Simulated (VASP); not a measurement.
# HfO2 (Fm-3m) in VASP: a series of runs

HfO2 is run at these levels: PBE, pbe exchange, lda correlation, PBE+U; tasks: single point, relaxation of cell and atoms.

All numbers are computed with VASP 6.6.1; they aren't measurements. Logs are shortened: lines on timing, memory, paths and dates and some standing lists are left out, and cuts for length are marked.

## Step 1: The cell of the first run

The structure is cubic, space group Fm-3m (No. 225). Conventional cell: a = 5.098 Å, b = 5.098 Å, c = 5.098 Å, α = 90.00°, β = 90.00°, γ = 90.00°. Hf (site symmetry m-3m) has 8 O at 2.21 Å within 2.9 Å. Within 2.9 Å of O (site symmetry -43m) lie 4 Hf at 2.21 Å and 6 O at 2.55 Å.

## Step 2: Single point, PBE

INCAR reads:

```
SYSTEM = HfO2
ALGO = Normal ; EDIFF = 1E-6
ENCUT = 600 ; GGA = PE
GGA_COMPAT = .False. ; ISIF = 2
ISMEAR = -1 ; LASPH = .True.
LCHARG = .True. ; LELF = .True.
LREAL = .False. ; LVHAR = .True.
LWAVE = .False. ; NBANDS = 18
NELM = 120 ; PREC = Accurate
SIGMA = 0.05
```

KPOINTS reads:

```
k-points
0
Gamma
  9 9 9
  0 0 0
```

POSCAR reads:

```
HfO2
1.0
    0.0000000000      2.5488082295      2.5488082295
    2.5488082295      0.0000000000      2.5488082295
    2.5488082295      2.5488082295      0.0000000000
Hf O
1 2
Direct
    0.0000000000      0.0000000000      0.0000000000
    0.7500000000      0.7500000000      0.7500000000
    0.2500000000      0.2500000000      0.2500000000
```

Potentials or basis: VASP PAW PBE potentials, release 64 (Hf_pv, O).

Run with:

```sh
cat potpaw_PBE.64/Hf_pv/POTCAR potpaw_PBE.64/O/POTCAR > POTCAR
mpirun -np 1 vasp_std > vasp.out
```

OUTCAR:

```text
SYSTEM = HfO2
   EDIFF = 1E-6
   ENCUT = 600
   GGA = PE
   ISIF = 2
   ISMEAR = -1
   LASPH = .True.
   LREAL = .False.
   NELM = 120
   PREC = Accurate

 ion  position               nearest neighbor table
   1  0.000  0.000  0.000-   2 2.21   2 2.21   2 2.21   3 2.21   3 2.21   3 2.21   3 2.21   2 2.21

   2  0.750  0.750  0.750-   1 2.21   1 2.21   1 2.21   1 2.21
   3  0.250  0.250  0.250-   1 2.21   1 2.21   1 2.21   1 2.21

  LATTYP: Found a face centered cubic cell.
 ALAT       =     5.0976164590

  Lattice vectors:

 A1 = (   0.0000000000,   2.5488082295,   2.5488082295)
 A2 = (   2.5488082295,   0.0000000000,   2.5488082295)
 A3 = (   2.5488082295,   2.5488082295,   0.0000000000)

Analysis of symmetry for initial positions (statically):
=====================================================================
 Subroutine PRICEL returns:
 Original cell was already a primitive cell.

 Routine SETGRP: Setting up the symmetry group for a
 face centered cubic supercell.

 Subroutine GETGRP returns: Found 48 space group operations
 (whereof 48 operations were pure point group operations)
 out of a pool of 48 trial point group operations.

The static configuration has the point symmetry O_h .

Analysis of symmetry for dynamics (positions and initial velocities):
=====================================================================
 Subroutine PRICEL returns:
 Original cell was already a primitive cell.

 Routine SETGRP: Setting up the symmetry group for a
 face centered cubic supercell.

 Subroutine GETGRP returns: Found 48 space group operations
 (whereof 48 operations were pure point group operations)
 out of a pool of 48 trial point group operations.

The dynamic configuration has the point symmetry O_h .

 Subroutine INISYM returns: Found 48 space group operations
 (whereof 48 operations are pure point group operations),
 and found     1 'primitive' translations

----------------------------------------------------------------------------------------

                                     Primitive cell

  volume of cell :      33.1163

  direct lattice vectors                    reciprocal lattice vectors
     0.000000000  2.548808230  2.548808230    -0.196170114  0.196170114  0.196170114
     2.548808230  0.000000000  2.548808230     0.196170114 -0.196170114  0.196170114
     2.548808230  2.548808230  0.000000000     0.196170114  0.196170114 -0.196170114

  length of vectors
     3.604559166  3.604559166  3.604559166     0.339776604  0.339776604  0.339776604

  position of ions in fractional coordinates (direct lattice)
     0.000000000  0.000000000  0.000000000
     0.750000000  0.750000000  0.750000000
     0.250000000  0.250000000  0.250000000

  ion indices of the primitive-cell ions
   primitive index   ion index
                 1           1
                 2           2
                 3           3

----------------------------------------------------------------------------------------

 KPOINTS: k-points

Automatic generation of k-mesh.
 Grid dimensions read from file:
 generate k-points for:    9    9    9

 Generating k-lattice:

  Cartesian coordinates                     Fractional coordinates (reciprocal lattice)
    -0.021796679  0.021796679  0.021796679     0.111111111  0.000000000  0.000000000
     0.021796679 -0.021796679  0.021796679     0.000000000  0.111111111  0.000000000
     0.021796679  0.021796679 -0.021796679     0.000000000  0.000000000  0.111111111

  Length of vectors
     0.037752956  0.037752956  0.037752956

  Shift w.r.t. Gamma in fractional coordinates (k-lattice)
     0.000000000  0.000000000  0.000000000

 Subroutine IBZKPT returns following result:
 ===========================================

 Found     35 irreducible k-points:

 Following reciprocal coordinates:
            Coordinates               Weight
  0.000000  0.000000  0.000000      1.000000
  0.111111  0.000000  0.000000      8.000000
  0.222222  0.000000  0.000000      8.000000
  0.333333  0.000000  0.000000      8.000000
  0.444444  0.000000  0.000000      8.000000
  0.111111  0.111111  0.000000      6.000000
[... 16 lines left out ...]
 -0.333333  0.333333  0.000000     12.000000
  0.444444  0.444444  0.000000      6.000000
 [... further k-points ...]
   k-points           NKPTS =     35   k-points in BZ     NKDIM =     35   number of bands    NBANDS=     18
   number of dos      NEDOS =    301   number of ions     NIONS =      3
   total plane-waves  NPLWV =  27000
   dimension x,y,z NGX =    30 NGY =   30 NGZ =   30
   dimension x,y,z NGXF=    60 NGYF=   60 NGZF=   60
   ions per type =               1   2
   NGX,Y,Z   is equivalent  to a cutoff of  13.84, 13.84, 13.84 a.u.
   NGXF,Y,Z  is equivalent  to a cutoff of  27.67, 27.67, 27.67 a.u.
 SYSTEM =  HfO2
   PREC   = accura    normal or accurate (medium, high low for compatibility)
   ISTART =      0    job   : 0-new  1-cont  2-samecut
   ICHARG =      2    charge: 1-file 2-atom 10-const
   ISPIN  =      1    spin polarized calculation?
   LNONCOLLINEAR =      F non collinear calculations
   LSORBIT =      F    spin-orbit coupling
   LASPH  =      T    aspherical Exc in radial PAW
   ENCUT  =  600.0 eV  44.10 Ry    6.64 a.u.   7.20  7.20  7.20*2*pi/ulx,y,z
   NELM   =    120;   NELMIN=  2; NELMDL= -5     # of ELM steps
   EDIFF  = 0.1E-05   stopping-criterion for ELM
   LREAL  =      F    real-space projection
   EDIFFG = 0.1E-04   stopping-criterion for IOM
   NSW    =      0    number of steps for IOM
   IBRION =     -1    ionic relax: 0-MD 1-quasi-New 2-CG
   NFREE  =      0    steps in history (QN), initial steepest desc. (CG)
   ISIF   =      2    stress and relaxation
   ISYM   =      2    0-nonsym 1-usesym 2-fastsym
   POTIM  = 0.5000    time-step for ionic-motion
   TEBEG  =    0.0;   TEEND  =   0.0 temperature during run
   PSTRESS=    0.0 pullay stress
   NELECT =      22.0000    total number of electrons
   NUPDOWN=      -1.0000    fix difference up-down
   EMIN   =  10.00;   EMAX   =-10.00  energy-range for DOS
   EFERMI =   0.00;   METHOD = LEGACY
   ISMEAR =    -1;   SIGMA  =   0.05  broadening in eV -4-tet -1-fermi 0-gaus
   EFERMI_NEDOS =   21; number of points for ismear=-14 and -15
   IALGO  =     38    algorithm
   IMIX   =      4    mixing-type and parameters
     AMIX     =   0.40;   BMIX     =  1.00
     AMIX_MAG =   1.60;   BMIX_MAG =  1.00
  volume/ion in A,a.u.               =      11.04        74.49
  Fermi-wavevector in a.u.,A,eV,Ry     =   1.428462  2.699401 27.762722  2.040502
  Thomas-Fermi vector in A             =   2.548521
   LORBIT       =      0    0 simple, 1 ext, 2 COOP (PROOUT), +10 PAW based schemes
   GGA     = PE    functional components
   LHFCALC =     F    Hartree Fock is set to
   AEXX    =    0.0000 exact exchange contribution
   IVDW    =     0    specifies the selected vdW correction
   LEPSILON=     F    determine dielectric tensor
   LRPA    =     F    only Hartree local field effects (RPA)
 non-spin polarized calculation
  energy-cutoff  :      600.00
  volume of cell :       33.12
 maximum number of plane-waves:      1125
 NGX is ok and might be reduce to    30
   NGX = 15   NGY = 15   NGZ = 15

 number of electron      21.9999994 magnetization

 Free energy of the ion-electron system (eV)
  ---------------------------------------------------
  ext. energy  EPLUGINS =         0.00000000
  ---------------------------------------------------
  free energy    TOTEN  =       -30.24871185 eV

  energy without entropy =      -30.24871185  energy(sigma->0) =      -30.24871185

 E-fermi :   5.2017     XC(G=0): -11.7514

 val. band max:        4.0879104437   @ k =  -0.4444   0.4444   0.0000
 cond. band min:       7.9544219462   @ k =   0.4444   0.4444   0.0000
 fundamental gap:      3.8665115025
 Fermi energy:         5.2016599079

 k-point     1 :       0.0000    0.0000    0.0000
  band No.  band energies     occupation
      1     -25.6234      2.00000
      2     -25.6234      2.00000
      3     -25.6234      2.00000
      4     -14.4916      2.00000
      5     -11.5409      2.00000
      6      -1.1044      2.00000
[... 10 lines left out ...]
     17      14.3559      0.00000
     18      17.5342      0.00000

 k-point     2 :       0.1111    0.0000    0.0000
  band No.  band energies     occupation
      1     -25.6732      2.00000
      2     -25.6288      2.00000
      3     -25.6288      2.00000
      4     -14.3322      2.00000
      5     -11.6720      2.00000
      6      -0.9869      2.00000
[... 10 lines left out ...]
     17      14.1488      0.00000
     18      17.5124      0.00000

 k-point     3 :       0.2222    0.0000    0.0000
  band No.  band energies     occupation
      1     -25.7954      2.00000
      2     -25.6426      2.00000
      3     -25.6426      2.00000
      4     -13.9313      2.00000
      5     -11.9634      2.00000
      6      -0.6824      2.00000
[... 10 lines left out ...]
     17      13.7338      0.00000
     18      16.8690      0.00000

 k-point     4 :       0.3333    0.0000    0.0000
  band No.  band energies     occupation
      1     -25.9283      2.00000
      2     -25.6582      2.00000
      3     -25.6582      2.00000
      4     -13.5080      2.00000
      5     -12.2011      2.00000
      6      -0.3314      2.00000
[... 375 lines left out ...]
      4     -12.7375      2.00000
      5     -12.5103      2.00000
      6      -1.5901      2.00000
[... 10 lines left out ...]
     17      16.2554      0.00000
     18      17.4521      0.00000

 k-point    23 :      -0.3333    0.3333    0.0000
  band No.  band energies     occupation
      1     -25.9071      2.00000
      2     -25.8807      2.00000
      3     -25.7011      2.00000
      4     -12.7747      2.00000
      5     -12.5069      2.00000
      6      -1.1861      2.00000
[... 10 lines left out ...]
     17      16.0215      0.00000
     18      17.3485      0.00000

 k-point    24 :       0.4444    0.4444    0.0000
  band No.  band energies     occupation
      1     -26.0346      2.00000
      2     -25.7342      2.00000
      3     -25.7342      2.00000
      4     -12.7502      2.00000
      5     -12.4931      2.00000
      6      -2.0894      2.00000
[... 10 lines left out ...]
     17      16.0201      0.00000
     18      17.5090      0.00000

 [... further k-points ...]
[... 5 lines left out ...]
  --------------------------------------------------------------------------------------
  -------------------------------------------------------------------------------------
  Total       -0.7995774     -0.7995774     -0.7995774      0.0000000      0.0000000     -0.0000000
  in kB      -38.6838447    -38.6838447    -38.6838447      0.0000000      0.0000000     -0.0000000
  external PRESSURE =     -38.6838447 kB  Pullay stress =       0.0000000 kB

 VOLUME and BASIS-vectors are now :
 -----------------------------------------------------------------------------
  energy-cutoff  :      600.00
  volume of cell :       33.12
      direct lattice vectors                 reciprocal lattice vectors
     0.000000000  2.548808230  2.548808230    -0.196170114  0.196170114  0.196170114
     2.548808230  0.000000000  2.548808230     0.196170114 -0.196170114  0.196170114
     2.548808230  2.548808230  0.000000000     0.196170114  0.196170114 -0.196170114

 POSITION                                       TOTAL-FORCE (eV/Angst)
 -----------------------------------------------------------------------------------
      0.00000      0.00000      0.00000        -0.000000      0.000000      0.000000
      3.82321      3.82321      3.82321        -0.000000     -0.000000     -0.000000
      1.27440      1.27440      1.27440         0.000000      0.000000      0.000000
 -----------------------------------------------------------------------------------
    total drift:                                0.000000     -0.000000      0.000000

  FREE ENERGIE OF THE ION-ELECTRON SYSTEM (eV)
  ---------------------------------------------------
  free  energy   TOTEN  =       -30.2487118468 eV

  energy  without entropy=      -30.2487118468  energy(sigma->0) =      -30.24871185
```

Wall time 34 s (1 thread of Intel Xeon Platinum 8488C (Sapphire Rapids), shared host); peak memory 0.18 GiB.

Results:

```yaml
Free_energy: -30.2487 eV
Pressure: -3.9 GPa
Band_gap_on_the_k_mesh: 3.87 eV (least direct gap 3.98 eV)
```

Caveat: the cell stands under tension; spin-orbit coupling is left out, which moves the levels of the heavy elements; an odd mesh through Γ misses points on the zone boundary, where band edges can lie.

## Step 3: Single point, pbe exchange, lda correlation (8.92 Å³/atom)

This run uses another cell than the first one, of 8.92 Å³/atom.

INCAR reads:

```
  PREC = Accurate
  ENCUT = 600
  EDIFF = 1E-6
  ISMEAR = 0
  SIGMA = 0.01
  LREAL = False
  LASPH = True
  NELM = 120
  ALGO = Normal
  ISIF = 2
  LWAVE = False
  LCHARG = False
  GGA = LIBXC
  LIBXC1 = GGA_X_PBE
  LIBXC2 = LDA_C_PW
  NBANDS = 18
  GGA_COMPAT = False
```

KPOINTS reads:

```
Automatic mesh
0
Gamma
  9 9 9
```

POSCAR reads:

```
HfO2
1.0
    0.0000000000      2.3741726900      2.3741726900
    2.3741726900      0.0000000000      2.3741726900
    2.3741726900      2.3741726900      0.0000000000
Hf O
1 2
Direct
    0.0000000000      0.0000000000      0.0000000000
    0.7500000000      0.7500000000      0.7500000000
    0.2500000000      0.2500000000      0.2500000000
```

Potentials or basis: VASP PAW PBE potentials, release 64 (Hf_pv, O).

Run with:

```sh
cat potpaw_PBE.64/Hf_pv/POTCAR potpaw_PBE.64/O/POTCAR > POTCAR
mpirun -np 1 vasp_std > vasp.out
```

It took 30 s on 1 thread of AMD EPYC 7R43 (Zen 3), shared host; peak memory 0.14 GiB.

Results (log left out):

```
Free energy            : -26.4618 eV
Pressure               : 92.5 GPa
Band gap on the k mesh : 4.53 eV (least direct gap 4.87 eV)
```

Levels at points of the mesh, in eV from the valence-band top:
```tsv
k point	band 9	band 10	band 11	band 12	band 13	band 14
(0.00, 0.00, 0.00)	-0.62	-0.62	-0.62	4.53	4.53	8.15
```

Caveat: the cell stands under pressure; the PAW data sets were made with another functional, which shifts forces and pressure a little; spin-orbit coupling is left out, which moves the levels of the heavy elements; an odd mesh through Γ misses points on the zone boundary, where band edges can lie.

(Part 1 of 2 ends here.)
